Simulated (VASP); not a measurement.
# SnO in VASP: single point with PBE+D3(BJ)

Aim: the single point of SnO with PBE+D3(BJ).

Program: VASP 6.6.1. These are calculated values, not measurements. Logs are shortened: lines on timing, memory, paths and dates and some standing lists are left out, and cuts for length are marked.

## 1. The cell of the first run

The cell holds a slab with vacuum, 8 atoms: a = 3.820 Å, b = 3.820 Å, c = 22.226 Å, α = 90.00°, β = 90.00°, γ = 90.00°.

## 2. Single point, PBE+D3(BJ) (layers slid over each other)

INCAR reads:

```
PREC     = Accurate       # precision mode
ENCUT    = 520            # plane-wave cutoff, eV
EDIFF    = 1E-6           # SCF threshold, eV
ISMEAR   = 0              # smearing method
SIGMA    = 0.05           # smearing width, eV
LREAL    = F              # projectors in reciprocal space
LASPH    = T              # aspherical terms in the spheres
NELM     = 80             # most SCF steps
ALGO     = Normal         # electronic algorithm
ISIF     = 2              # what is computed and relaxed
LWAVE    = F              # write WAVECAR
LCHARG   = F              # write CHGCAR
LDIPOL   = T            
IDIPOL   = 3            
DIPOL    = 0.5 0.5 0.403
GGA      = PE             # functional
IVDW     = 12             # dispersion correction
NBANDS   = 50             # bands
```

KPOINTS reads:

```
Automatic mesh
0
Gamma
  7 7 1
```

POSCAR reads:

```
SnO
1.0
    3.8201636883      0.0000000000      0.0000000000
    0.0000000000      3.8201636883      0.0000000000
    0.0000000000      0.0000000000     22.2260802162
Sn O
4 4
Direct
    0.7500000000      0.2500000000      0.2024648501
    0.2500000000      0.7500000000      0.3087831971
    0.2500000000      1.0000000000      0.4977503906
    0.7500000000      0.5000000000      0.6040687375
    0.2500000000      0.2500000000      0.2556240236
    0.7500000000      0.7500000000      0.2556240236
    0.7500000000      1.0000000000      0.5509095640
    0.2500000000      0.5000000000      0.5509095640
```

Potentials or basis: VASP PAW PBE potentials, release 64 (Sn_d, O).

Command:

```bash
cat potpaw_PBE.64/Sn_d/POTCAR potpaw_PBE.64/O/POTCAR > POTCAR
mpirun -np 1 vasp_std > vasp.out
```

OUTCAR:

```text
PREC = Accurate
   ENCUT = 520
   EDIFF = 1E-6
   ISMEAR = 0
   LREAL = F
   LASPH = T
   NELM = 80
   ISIF = 2
   GGA = PE
   IVDW = 12
 IVDW          = 12

 ion  position               nearest neighbor table
   1  0.750  0.250  0.202-   5 2.25   6 2.25   6 2.25   5 2.25   2 3.59   2 3.59   2 3.59   2 3.59

   2  0.250  0.750  0.309-   5 2.25   6 2.25   5 2.25   6 2.25   1 3.59   1 3.59   1 3.59   1 3.59

   3  0.250  0.000  0.498-   7 2.25   8 2.25   8 2.25   7 2.25   4 3.59   4 3.59   4 3.59   4 3.59

   4  0.750  0.500  0.604-   7 2.25   8 2.25   7 2.25   8 2.25   3 3.59   3 3.59   3 3.59   3 3.59

   5  0.250  0.250  0.256-   1 2.25   2 2.25   2 2.25   1 2.25
   6  0.750  0.750  0.256-   1 2.25   2 2.25   1 2.25   2 2.25
   7  0.750  0.000  0.551-   3 2.25   3 2.25   4 2.25   4 2.25
   8  0.250  0.500  0.551-   3 2.25   3 2.25   4 2.25   4 2.25

  LATTYP: Found a simple tetragonal cell.
 ALAT       =     3.8201636883
 C/A-ratio  =     5.8180962989

  Lattice vectors:

 A1 = (   3.8201636883,   0.0000000000,   0.0000000000)
 A2 = (   0.0000000000,   3.8201636883,   0.0000000000)
 A3 = (   0.0000000000,   0.0000000000,  22.2260802162)

Analysis of symmetry for initial positions (statically):
=====================================================================
 Subroutine PRICEL returns:
 Original cell was already a primitive cell.

 Routine SETGRP: Setting up the symmetry group for a
 simple tetragonal supercell.

 Subroutine GETGRP returns: Found  4 space group operations
 (whereof  1 operations were pure point group operations)
 out of a pool of 16 trial point group operations.

The static configuration has the point symmetry C_1 .
 The point group associated with its full space group is C_2h.

Analysis of symmetry for dynamics (positions and initial velocities):
=====================================================================
 Subroutine PRICEL returns:
 Original cell was already a primitive cell.

 Routine SETGRP: Setting up the symmetry group for a
 simple tetragonal supercell.

 Subroutine GETGRP returns: Found  4 space group operations
 (whereof  1 operations were pure point group operations)
 out of a pool of 16 trial point group operations.

The dynamic configuration has the point symmetry C_1 .
 The point group associated with its full space group is C_2h.

 Subroutine INISYM returns: Found  4 space group operations
 (whereof  1 operations are pure point group operations),
 and found     1 'primitive' translations

----------------------------------------------------------------------------------------

                                     Primitive cell

  volume of cell :     324.3596

  direct lattice vectors                    reciprocal lattice vectors
     3.820163688  0.000000000  0.000000000     0.261768888  0.000000000  0.000000000
     0.000000000  3.820163688  0.000000000     0.000000000  0.261768888  0.000000000
     0.000000000  0.000000000 22.226080216     0.000000000  0.000000000  0.044992189

  length of vectors
     3.820163688  3.820163688 22.226080216     0.261768888  0.261768888  0.044992189

  position of ions in fractional coordinates (direct lattice)
     0.750000000  0.250000000  0.202464850
     0.250000000  0.750000000  0.308783197
     0.250000000  0.000000000  0.497750391
     0.750000000  0.500000000  0.604068738
     0.250000000  0.250000000  0.255624024
     0.750000000  0.750000000  0.255624024
     0.750000000  0.000000000  0.550909564
     0.250000000  0.500000000  0.550909564

  ion indices of the primitive-cell ions
   primitive index   ion index
                 1           1
                 2           2
                 3           3
                 4           4
                 5           5
                 6           6
                 7           7
                 8           8

----------------------------------------------------------------------------------------

 KPOINTS: Automatic mesh

Automatic generation of k-mesh.
 Grid dimensions read from file:
 generate k-points for:    7    7    1

 Generating k-lattice:

  Cartesian coordinates                     Fractional coordinates (reciprocal lattice)
     0.037395555  0.000000000  0.000000000     0.142857143  0.000000000  0.000000000
     0.000000000  0.037395555  0.000000000     0.000000000  0.142857143  0.000000000
     0.000000000  0.000000000  0.044992189     0.000000000  0.000000000  1.000000000

  Length of vectors
     0.037395555  0.037395555  0.044992189

  Shift w.r.t. Gamma in fractional coordinates (k-lattice)
     0.000000000  0.000000000  0.000000000

 Subroutine IBZKPT returns following result:
 ===========================================

 Found     16 irreducible k-points:

 Following reciprocal coordinates:
            Coordinates               Weight
  0.000000  0.000000  0.000000      1.000000
  0.142857  0.000000  0.000000      2.000000
  0.000000  0.142857  0.000000      2.000000
  0.285714  0.000000  0.000000      2.000000
  0.000000  0.285714  0.000000      2.000000
  0.428571  0.000000  0.000000      2.000000
[... 8 lines left out ...]
 -0.285714  0.428571  0.000000      4.000000
  0.428571  0.428571  0.000000      4.000000
   k-points           NKPTS =     16   k-points in BZ     NKDIM =     16   number of bands    NBANDS=     50
   number of dos      NEDOS =    301   number of ions     NIONS =      8
   total plane-waves  NPLWV = 131712
   dimension x,y,z NGX =    28 NGY =   28 NGZ =  168
   dimension x,y,z NGXF=    56 NGYF=   56 NGZF=  336
   ions per type =               4   4
   NGX,Y,Z   is equivalent  to a cutoff of  12.19, 12.19, 12.57 a.u.
   NGXF,Y,Z  is equivalent  to a cutoff of  24.37, 24.37, 25.13 a.u.
 SYSTEM =  unknown system
   PREC   = accura    normal or accurate (medium, high low for compatibility)
   ISTART =      0    job   : 0-new  1-cont  2-samecut
   ICHARG =      2    charge: 1-file 2-atom 10-const
   ISPIN  =      1    spin polarized calculation?
   LNONCOLLINEAR =      F non collinear calculations
   LSORBIT =      F    spin-orbit coupling
   LASPH  =      T    aspherical Exc in radial PAW
   ENCUT  =  520.0 eV  38.22 Ry    6.18 a.u.   7.10  7.10 41.33*2*pi/ulx,y,z
   NELM   =     80;   NELMIN=  2; NELMDL= -5     # of ELM steps
   EDIFF  = 0.1E-05   stopping-criterion for ELM
   LREAL  =      F    real-space projection
   EDIFFG = 0.1E-04   stopping-criterion for IOM
   NSW    =      0    number of steps for IOM
   IBRION =     -1    ionic relax: 0-MD 1-quasi-New 2-CG
   NFREE  =      0    steps in history (QN), initial steepest desc. (CG)
   ISIF   =      2    stress and relaxation
   ISYM   =      2    0-nonsym 1-usesym 2-fastsym
   POTIM  = 0.5000    time-step for ionic-motion
   TEBEG  =    0.0;   TEEND  =   0.0 temperature during run
   PSTRESS=    0.0 pullay stress
   NELECT =      80.0000    total number of electrons
   NUPDOWN=      -1.0000    fix difference up-down
   EMIN   =  10.00;   EMAX   =-10.00  energy-range for DOS
   EFERMI =   0.00;   METHOD = LEGACY
   ISMEAR =     0;   SIGMA  =   0.05  broadening in eV -4-tet -1-fermi 0-gaus
   EFERMI_NEDOS =   21; number of points for ismear=-14 and -15
   IALGO  =     38    algorithm
   IMIX   =      4    mixing-type and parameters
     AMIX     =   0.40;   BMIX     =  1.00
     AMIX_MAG =   1.60;   BMIX_MAG =  1.00
  volume/ion in A,a.u.               =      40.54       273.61
  Fermi-wavevector in a.u.,A,eV,Ry     =   1.026666  1.940118 14.341129  1.054043
  Thomas-Fermi vector in A             =   2.160571
   LORBIT       =      0    0 simple, 1 ext, 2 COOP (PROOUT), +10 PAW based schemes
   GGA     = PE    functional components
   LHFCALC =     F    Hartree Fock is set to
   AEXX    =    0.0000 exact exchange contribution
   IVDW    =    12    specifies the selected vdW correction
   LEPSILON=     F    determine dielectric tensor
   LRPA    =     F    only Hartree local field effects (RPA)
 non-spin polarized calculation
 Gauss-broadening in eV      SIGMA  =   0.05
  energy-cutoff  :      520.00
  volume of cell :      324.36
 maximum number of plane-waves:      8769
   NGX = 15   NGY = 15   NGZ = 83

 dipolmoment           0.000000      0.000000      0.000006 electrons x Angstroem

 number of electron      79.9999970 magnetization

 dipolmoment           0.000000      0.000000     -0.000004 electrons x Angstroem

 Free energy of the ion-electron system (eV)
  ---------------------------------------------------
  ext. energy  EPLUGINS =         0.00000000
  ---------------------------------------------------
  free energy    TOTEN  =       -45.14489126 eV

  energy without entropy =      -45.14489126  energy(sigma->0) =      -45.14489126

 E-fermi :   0.0611     XC(G=0):  -5.3158

 val. band max:       -0.1875783152   @ k =   0.1429   0.1429   0.0000
 cond. band min:       2.2502394109   @ k =   0.4286   0.0000   0.0000
 fundamental gap:      2.4378177261
 Fermi energy:         0.0610614319

 k-point     1 :       0.0000    0.0000    0.0000
  band No.  band energies     occupation
      1     -21.0466      2.00000
      2     -21.0465      2.00000
      3     -20.6860      2.00000
      4     -20.6859      2.00000
      5     -20.6489      2.00000
      6     -20.6483      2.00000
[... 42 lines left out ...]
     49       5.2011      0.00000
     50       5.2349      0.00000

 k-point     2 :       0.1429    0.0000    0.0000
  band No.  band energies     occupation
      1     -21.0377      2.00000
      2     -21.0376      2.00000
      3     -20.6866      2.00000
      4     -20.6866      2.00000
      5     -20.6501      2.00000
      6     -20.6501      2.00000
[... 734 lines left out ...]
 k-point    16 :       0.4286    0.4286    0.0000
  band No.  band energies     occupation
      1     -20.9877      2.00000
      2     -20.9874      2.00000
      3     -20.9738      2.00000
      4     -20.9735      2.00000
      5     -20.6530      2.00000
      6     -20.6529      2.00000
[... 42 lines left out ...]
     49       6.0997      0.00000
     50       6.1994      0.00000

------------------------ aborting loop because EDIFF is reached ----------------------------------------

 vacuum level on the upper side and lower side of the slab       (xc-potential included)        -0.166        -0.163

 Edisp (eV)   -1.23721

 E8    (eV) :    -0.5468

  FORCE on cell =-STRESS in cart. coord.  units (eV):
  Direction    XX          YY          ZZ          XY          YZ          ZX
  --------------------------------------------------------------------------------------
  -------------------------------------------------------------------------------------
  Total       0.21100     0.25726     0.21408     0.00000     0.26357     0.00000
  in kB       1.04225     1.27076     1.05743     0.00000     1.30190     0.00000
  external pressure =        1.12 kB  Pullay stress =        0.00 kB

 VOLUME and BASIS-vectors are now :
 -----------------------------------------------------------------------------
  energy-cutoff  :      520.00
  volume of cell :      324.36
      direct lattice vectors                 reciprocal lattice vectors
     3.820163688  0.000000000  0.000000000     0.261768888  0.000000000  0.000000000
     0.000000000  3.820163688  0.000000000     0.000000000  0.261768888  0.000000000
     0.000000000  0.000000000 22.226080216     0.000000000  0.000000000  0.044992189

 POSITION                                       TOTAL-FORCE (eV/Angst)
 -----------------------------------------------------------------------------------
      2.86512      0.95504      4.50000         0.000000     -0.004913     -0.083382
      0.95504      2.86512      6.86304         0.000000     -0.029026      0.081412
      0.95504      0.00000     11.06304         0.000000      0.029026     -0.081412
      2.86512      1.91008     13.42608         0.000000      0.004913      0.083382
      0.95504      0.95504      5.68152         0.000000     -0.024670      0.002092
      2.86512      2.86512      5.68152         0.000000      0.009751      0.002565
      2.86512      0.00000     12.24456         0.000000     -0.009751     -0.002565
      0.95504      1.91008     12.24456         0.000000      0.024670     -0.002092
 -----------------------------------------------------------------------------------
    total drift:                                0.000000      0.000000     -0.000171

  FREE ENERGIE OF THE ION-ELECTRON SYSTEM (eV)
  ---------------------------------------------------
  free  energy   TOTEN  =       -46.3821042929 eV

  energy  without entropy=      -46.3821042929  energy(sigma->0) =      -46.38210429

 vacuum level on the upper side and lower side of the slab         4.784         4.787
```

Wall time 3.6 min (1 thread of Intel Xeon 6975P-C (Granite Rapids), shared host); peak memory 0.44 GiB.

What came out:

| Item | Value |
| --- | --- |
| Free energy | -46.3821 eV |
| Largest force | 0.086 eV/Å |
| Band gap on the k mesh | 2.44 eV (least direct gap 2.56 eV) |
| Dispersion energy per atom | -0.155 eV |

Forces in eV/Å, atoms in the order of the input:
```
Sn   0.000 -0.005 -0.083
Sn   0.000 -0.029  0.081
Sn   0.000  0.029 -0.081
Sn   0.000  0.005  0.083
O    0.000 -0.025  0.002
O    0.000  0.010  0.003
O    0.000 -0.010 -0.003
O    0.000  0.025 -0.002
```

Caveat: the cell differs from its parent crystal (layers slid over each other); spin-orbit coupling is left out, which moves the levels of the heavy elements.
